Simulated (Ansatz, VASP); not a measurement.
## One calculation of Ni, two programs

```
CELL_PARAMETERS angstrom
-1.29987 1.29987 1.29987
1.29987 -1.29987 1.29987
1.29987 1.29987 -1.29987
ATOMIC_POSITIONS crystal
Ni 0.00000 0.00000 0.00000
```

Change from the starting cell: volume scaled by 0.8, LAPW.

Alike in both runs: task single point; functional PBE; k mesh 19 × 19 × 19; occupations fermi-dirac, width 0.05 eV; collinear spin.

|  | VASP | Ansatz |
| --- | --- | --- |
| version | VASP 6.6.1 | Ansatz 0.2.0 |
| potentials or method | VASP PAW PBE potentials, release 64 (Ni), cutoff 520 eV | all-electron LAPW, scalar-relativistic |

|  | VASP | Ansatz | Ansatz less VASP |
| --- | --- | --- | --- |
| pressure (GPa) | 71.4 | 72.3 | +0.91 |
| net moment per atom (μB) | 0.21 | 0.22 | +0.006 |
| size of the moment on the site where the two differ most (μB) | 0.21 | 0.23 | +0.017 |

Site moments also hang on the region over which each program counts them. Both programs put the cell under a high pressure, so it lies far from rest at this level. Ansatz ran all-electron here, and VASP with PAW potentials.

Noted on VASP's run: the cell as given lies far from equilibrium.
